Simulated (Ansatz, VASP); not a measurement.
Two plane-wave programs on EuO

```
Eu O
1.0
     0.00000    2.56309    2.56309
     2.56309    0.00000    2.56309
     2.56309    2.56309    0.00000
Eu O
1 1
Cartesian
  2.5631 2.5631 2.5631
  0.0000 0.0000 0.0000
```

Alike in both runs: task single point; functional r2SCAN; dispersion rVV10; k mesh 8 × 8 × 8; occupations gaussian, width 0.05 eV; collinear spin; Hubbard terms Eu f U = 4.0 eV.

```csv
,VASP,Ansatz
version,VASP 6.6.1,Ansatz 0.2.0
potentials or method,"VASP PAW PBE potentials, release 64 (Eu, O), cutoff 800 eV","scalar-relativistic, plane waves, PAW"
valence electrons in the cell,23,23
```

|  | VASP | Ansatz | Ansatz less VASP |
| --- | --- | --- | --- |
| gap on the k mesh at the Fermi level (eV) | none | none | - |
| pressure (GPa) | -2.3 | -1.9 | +0.42 |
| net moment per atom (μB) | 3.50 | 3.50 | 0.000 |
| size of the moment on the site where the two differ most (μB) | 6.62 | 6.77 | +0.149 |

VASP's potentials were made for PBE, not for r2SCAN. Site moments also hang on the region over which each program counts them. The programs project onto different local orbitals, so the same U acts differently, and such runs can settle in different states. A gap of «none» marks a metal or a gap that the smearing closes. Ansatz's warnings: filled band counts differ across k points, stability check not made.

Neither program's run includes spin-orbit coupling.
